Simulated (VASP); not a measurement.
# Ta: single point with PBE

Crystal: Ta.

```xyz
1
Lattice="-1.6513 1.6513 1.6513 1.6513 -1.6513 1.6513 1.6513 1.6513 -1.6513" Properties=species:S:1:pos:R:3 pbc="T T T"
Ta    0.0000    0.0000    0.0000
```

* Program: VASP 6.6.1
* Task: single point
* Functional: PBE
* Potentials or basis: VASP PAW PBE potentials, release 64 (Ta_pv)
* Cutoff: 500 eV
* k mesh: 12 × 12 × 12
* Occupations: fermi-dirac, width 0.02 eV
* Spin: no spin polarisation

The pressure is 2.0 GPa.

Levels at points of the mesh, in eV from the Fermi level:
| k point | band 3 | band 4 | band 5 | band 6 | band 7 | band 8 |
| --- | --- | --- | --- | --- | --- | --- |
| (0.00, 0.00, 0.00) | -33.02 | -7.89 | 0.77 | 0.77 | 0.77 | 4.04 |
| (0.50, 0.00, 0.00) | -33.03 | -4.35 | -1.51 | 1.61 | 3.93 | 4.96 |
| (0.50, 0.50, 0.50) | -33.84 | -3.77 | -3.77 | 6.88 | 6.88 | 6.88 |

Run time: 14 s on 1 thread of Intel Xeon 8259CL (shared host), peak memory 0.15 GiB.

Caveat: spin-orbit coupling is left out, which moves the levels of the heavy elements.
